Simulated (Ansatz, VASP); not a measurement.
# Two plane-wave programs on LiHf2O2

```
Li Hf O
1.0
     3.87694    0.00000    0.00000
    -1.93847    3.35752    0.00000
     0.00000    0.00000    6.43524
Li Hf O
1 2 2
Cartesian
  0.0000 0.0000 0.0000
  1.9385 1.1192 2.3922
  0.0000 2.2383 4.0430
  0.0000 2.2383 1.6593
  1.9385 1.1192 4.7760
```

Change from the starting cell: species swapped into the SrMg2Sb2 type (P-3m1, No. 164).

Alike in both runs: task single point; functional PBE; k mesh 6 × 6 × 4; occupations gaussian, width 0.1 eV; no spin polarisation.

|  | VASP | Ansatz |
| --- | --- | --- |
| version | VASP 6.6.1 | Ansatz 0.2.0 |
| potentials or method | VASP PAW PBE potentials, release 64 (Li_sv, Hf_pv, O), cutoff 520 eV | scalar-relativistic, plane waves, PAW |
| valence electrons in the cell | 35 | 67 |

```tsv
	VASP	Ansatz	Ansatz less VASP
gap on the k mesh at the Fermi level (eV)	none	none	-
rms of the force components (eV/Å)	1.087	1.094	+0.0074
```

Atom by atom the forces differ by 0.036 eV/Å (rms over components). A gap of «none» marks a metal or a gap that the smearing closes. VASP's potentials hold 35 valence electrons a cell and Ansatz's 67, so a difference there can come from the potentials and not from the codes.

Spin-orbit coupling is off throughout. Noted on VASP's run: the cutoff is short for stress, so the pressure is rough.
